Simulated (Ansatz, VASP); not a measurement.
# Rh: VASP beside Ansatz

```
CELL_PARAMETERS angstrom
0.00000 1.90299 1.90299
1.90299 0.00000 1.90299
1.90299 1.90299 0.00000
ATOMIC_POSITIONS crystal
Rh 0.00000 0.00000 0.00000
```

Alike in both runs: task electric field gradients; functional LDA; k mesh 25 × 25 × 25; occupations fermi-dirac, width 0.05 eV; no spin polarisation.

```csv
,VASP,Ansatz
version,VASP 6.6.1,Ansatz 0.2.0
potentials or method,"VASP PAW LDA potentials, release 64 (Rh_pv)","PAW with Ansatz's default frozen-core files, scalar-relativistic"
plane-wave cutoff (eV),520,420
valence electrons in the cell,15,17
```

Ansatz gave:

| Property | Result |
| --- | --- |
| pressure (GPa) | -11.8 |

Q: Estimate VASP's values.

A: Pressure (GPa): -11.0.

LDA's correlation is that of Perdew and Zunger in VASP and of Perdew and Wang (1992) in Ansatz. VASP's potentials hold 15 valence electrons a cell and Ansatz's 17, so a difference there can come from the potentials and not from the codes.
